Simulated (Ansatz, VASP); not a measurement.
**Two plane-wave programs on LiF**

The input POSCAR:

```
LiF
1.0
    2.5162584444      0.0542253695      0.0000000000
    0.0542253695      2.5162584444      0.0000000000
    0.0000000000      0.0000000000      2.5162584444
Li F
1 1
Direct
    0.0000000000      0.0000000000      0.0000000000
    0.5000000000      0.5000000000      0.5000000000
```

File INCAR.step1:

```
ALGO = Normal ; EDIFF = 1E-4
ENCUT = 520 ; GGA = PE
ISMEAR = 0 ; LASPH = True
LCHARG = False ; LREAL = False
LWAVE = True ; NBANDS = 12
NELM = 80 ; PREC = Accurate
SIGMA = 0.01
```

The input INCAR.step2:

```
ALGO = Normal ; EDIFF = 1E-6
ENCUT = 520 ; ISIF = 2
ISMEAR = 0 ; ISTART = 1
LASPH = True ; LCHARG = False
LMIXTAU = True ; LREAL = False
LWAVE = False ; METAGGA = R2SCAN
NBANDS = 12 ; NELM = 80
PREC = Accurate ; SIGMA = 0.01
```

The input KPOINTS:

```
k-points
0
Gamma
  10 10 10
```

Input for Ansatz:

```yaml
crystal:
  lattice:
    - [2.5162584444, 0.0542253695, 0.0]
    - [0.0542253695, 2.5162584444, 0.0]
    - [0.0, 0.0, 2.5162584444]
  atoms:
    - { symbol: Li, position: [0.0, 0.0, 0.0] }
    - { symbol: F, position: [0.5, 0.5, 0.5] }
kpoints:
  mp_grid: { grid: [10, 10, 10] }
  band_path:
    path: [[0.0, 0.0, 0.0], [0.0, 0.5, 0.0], [0.5, 0.5, 0.0], [0.5, 0.5, 0.5]]
    npoints: 1
hamiltonian:
  xc: r2scan
scf:
  occupations: { method: fixed }
  n_extra_bands: 4
output:
  forces: true
  stress: true
  eigenvalues: true
```

Change from the starting cell: shear_xy strain +4.3%.

Alike in both runs: task single point; functional r2SCAN; k mesh 10 × 10 × 10; no spin polarisation.

```csv
,VASP,Ansatz
version,VASP 6.6.1,Ansatz 0.2.0
potentials or method,"VASP PAW PBE potentials, release 64 (Li_sv, F)","plane waves, PAW"
plane-wave cutoff (eV),520,500
occupations,"gaussian, width 0.01 eV",fixed
valence electrons in the cell,10,10
```

Ansatz gave:

- gap on the k mesh at the Fermi level (eV): 8.92

Estimate VASP's values.

gap on the k mesh at the Fermi level (eV): 9.13.

VASP's potentials were made for PBE, not for r2SCAN.

Noted on VASP's run: the cutoff is short for stress, so the pressure is rough.
